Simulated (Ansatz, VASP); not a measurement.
**PbS in VASP and in Ansatz**

```xyz
2
Lattice="2.0134 1.1624 3.7269 -2.0134 1.1624 3.7269 0.0000 -2.3249 3.7269" Properties=species:S:1:pos:R:3 pbc="T T T"
Pb    0.0000    0.0000   10.9365
S     0.0000    0.0000    5.3383
```

Alike in both runs: task single point; functional r2SCAN; k mesh 9 × 9 × 9; occupations gaussian, width 0.05 eV; no spin polarisation.

|  | VASP | Ansatz |
| --- | --- | --- |
| version | VASP 6.6.1 | Ansatz 0.2.0 |
| potentials or method | VASP PAW PBE potentials, release 64 (Pb_d, S), cutoff 520 eV | scalar-relativistic, plane waves, PAW |
| valence electrons in the cell | 20 | 20 |

```tsv
	VASP	Ansatz	Ansatz less VASP
pressure (GPa)	0.7	0.7	+0.02
traceless stress, the component that is largest in VASP (GPa)	-4.06	-4.05	+0.004
rms of the force components (eV/Å)	0.004	0.004	+0.0002
```

VASP's potentials were made for PBE, not for r2SCAN. Atom by atom the forces differ by 0.000 eV/Å (rms over components).

Spin-orbit coupling is off throughout.
